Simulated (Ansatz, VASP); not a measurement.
One calculation of AlP, two programs

POSCAR

```
AlP
1.0
    0.0000000000      2.8309495950      2.8309495950
    2.8309495950      0.0000000000      2.8309495950
    2.8309495950      2.8309495950      0.0000000000
Al P
1 1
Direct
    0.0000000000      0.0000000000      0.0000000000
    0.7500000000      0.7500000000      0.7500000000
```

INCAR.step1

```
  PREC = Accurate
  ENCUT = 550
  ISMEAR = 0
  SIGMA = 0.02
  LREAL = F
  LASPH = T
  NELM = 120
  NBANDS = 11
  GGA = PE
  ALGO = Normal
  EDIFF = 1E-5
  LWAVE = T
  LCHARG = F
  GGA_COMPAT = F
```

Contents of INCAR.step2:

```
  PREC = Accurate
  ENCUT = 550
  EDIFF = 1E-6
  ISMEAR = 0
  SIGMA = 0.02
  LREAL = F
  LASPH = T
  NELM = 120
  ALGO = Normal
  ISIF = 2
  LWAVE = F
  LCHARG = T
  METAGGA = R2SCAN
  LMIXTAU = T
  LELF = T
  LVHAR = T
  NBANDS = 11
  ISTART = 1
  GGA_COMPAT = F
```

The input KPOINTS:

```
Automatic mesh
0
Gamma
  8 8 8
```

Input for Ansatz:

```yaml
crystal:
  lattice:
    - [0.0, 2.830949595, 2.830949595]
    - [2.830949595, 0.0, 2.830949595]
    - [2.830949595, 2.830949595, 0.0]
  atoms:
    - { symbol: Al, position: [0.0, 0.0, 0.0] }
    - { symbol: P, position: [0.75, 0.75, 0.75] }
basis:
  ecutwfc: 500
kpoints:
  mp_grid: { grid: [8, 8, 8] }
hamiltonian:
  xc: r2scan
scf:
  occupations: { method: gaussian, width: 0.02 }
output:
  forces: true
  stress: true
  eigenvalues: true
```

Alike in both runs: task single point; functional r2SCAN; k mesh 8 × 8 × 8; occupations gaussian, width 0.02 eV; no spin polarisation.

|  | VASP | Ansatz |
| --- | --- | --- |
| version | VASP 6.6.1 | Ansatz 0.2.0 |
| potentials or method | VASP PAW PBE potentials, release 64 (Al, P), cutoff 550 eV | scalar-relativistic, plane waves, PAW |
| valence electrons in the cell | 8 | 8 |

VASP gave:

- gap on the k mesh at the Fermi level (eV): 2.09
- least direct gap on the mesh (eV): 3.02
- pressure (GPa): -7.5

Problem. Which values does Ansatz return?

Solution. gap on the k mesh at the Fermi level (eV): 2.08; least direct gap on the mesh (eV): 3.02; pressure (GPa): -7.3.

VASP's potentials were made for PBE, not for r2SCAN.
